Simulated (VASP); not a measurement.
# AsC3N3: single point with PBE

Crystal: AsC3N3.

```
CELL_PARAMETERS angstrom
4.64644 3.48862 0.00000
4.64644 -3.48862 0.00000
1.75196 0.00000 -8.84807
ATOMIC_POSITIONS crystal
As 0.29040 0.29040 0.73840
As 0.70960 0.70960 0.26160
C 0.43900 0.01900 0.63800
C 0.98100 0.56100 0.36200
C 0.99000 0.23600 0.74500
C 0.76400 0.01000 0.25500
C 0.34800 0.07800 0.93000
C 0.92200 0.65200 0.07000
N 0.37900 0.98700 0.05100
N 0.01300 0.62100 0.94900
N 0.79500 0.22100 0.75500
N 0.77900 0.20500 0.24500
N 0.51500 0.86100 0.55700
N 0.13900 0.48500 0.44300
```

```yaml
Program: VASP 6.6.1
Task: single point
Functional: PBE
Potentials_or_basis: VASP PAW PBE potentials, release 64 (As, C, N)
Cutoff: 520 eV
k_mesh: 5 × 5 × 3
Occupations: fermi-dirac, width 0.1 eV
Spin: no spin polarisation
Dipole_correction: no
Further_INCAR_settings: ALGO = Normal; EDIFF = 1e-06; NBANDS = 45
```

```
Pressure               : 2.5 GPa
Largest force          : 5.869 eV/Å
Band gap on the k mesh : 4.42 eV (least direct gap 4.47 eV)
```

Forces on the atoms (eV/Å):
```
As   2.619 -0.028 -0.852
As  -2.619 -0.028  0.852
C   -2.684  3.859  3.513
C    2.684  3.859 -3.513
C   -0.395  0.045 -0.100
C    0.395  0.045  0.100
C    0.310 -0.952  1.187
C   -0.310 -0.952 -1.187
N   -0.078  0.699 -1.250
N    0.078  0.699  1.250
N   -1.575 -1.084 -0.052
N    1.575 -1.084  0.052
N    1.861 -2.539 -2.335
N   -1.861 -2.539  2.335
```

Stress tensor (GPa, compression positive):
```
4.98 0.00 0.99
0.00 1.62 0.00
0.99 0.00 0.96
```

Levels at points of the mesh, in eV from the valence-band top:
| k point | band 28 | band 29 | band 30 | band 31 | band 32 | band 33 | band 34 | band 35 | band 36 | band 37 |
| --- | --- | --- | --- | --- | --- | --- | --- | --- | --- | --- |
| (0.00, 0.00, 0.00) | -1.23 | -0.99 | -0.96 | -0.28 | 0.00 | 4.47 | 4.61 | 4.70 | 5.13 | 5.27 |

Wall time 4.3 min on 1 thread of Intel(R) Xeon(R) 6975P-C (Granite Rapids) (shared host), peak memory 0.55 GiB.

Caveat: forces of over 1 eV/Å act on the atoms, so gaps and moduli don't describe the material at rest. A hybrid or GW would open this gap; PBE tends to underestimate it.
